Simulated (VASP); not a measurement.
Write the native input for VASP 6.6.1 that does the following.

```
Task                   : single point
Functional             : PBE
Potentials or basis    : VASP PAW PBE potentials, release 64 (Fe, Ni)
Cutoff                 : 520 eV
k mesh                 : 6 × 6 × 6
Occupations            : fermi-dirac, width 0.1 eV
Spin                   : collinear spin, ferromagnetic start
Starting moments       : [3.5, 1.5, 1.5, 1.5] μB
Dipole correction      : no
Further INCAR settings : ALGO = Normal; EDIFF = 1e-06; NBANDS = 31
```

The structure of FeNi3 lies in POSCAR:

```
FeNi3
1.0
    3.5458760031      0.0000000000      0.0000000000
    0.0000000000      3.5458760031      0.0000000000
    0.0000000000      0.0000000000      3.5458760031
Fe Ni
1 3
Direct
    0.0000000000      0.0000000000      0.0000000000
    0.0000000000      0.5000000000      0.5000000000
    0.5000000000      0.0000000000      0.5000000000
    0.5000000000      0.5000000000      0.0000000000
```

One way to write it, as run:

INCAR

```
PREC = Accurate
ENCUT = 520
EDIFF = 1E-6
ISMEAR = -1
SIGMA = 0.1
LREAL = F
LASPH = T
NELM = 150
ALGO = Normal
ISIF = 2
LWAVE = F
LCHARG = F
ISPIN = 2
MAGMOM = 3.5 1.5 1.5 1.5
LORBIT = 11
LMAXMIX = 4
GGA = PE
NBANDS = 31
```

KPOINTS

```
Automatic mesh
0
Gamma
  6 6 6
```

Potentials or basis: VASP PAW PBE potentials, release 64 (Fe, Ni).

Launch:

```bash
$ cat potpaw_PBE.64/Fe/POTCAR potpaw_PBE.64/Ni/POTCAR > POTCAR
$ mpirun -np 1 vasp_std > vasp.out
```

It gave:

The pressure is 0.1 GPa. The net moment is 4.88 μB per cell. The site moments are Fe +2.91; Ni +0.66 μB and the valence electrons inside the program's atomic spheres are Fe 7.09; Ni 9.33.

Wall time 35 s on 1 thread of Intel(R) Xeon(R) 6975P-C (Granite Rapids), on a shared host, peak memory 0.18 GiB.
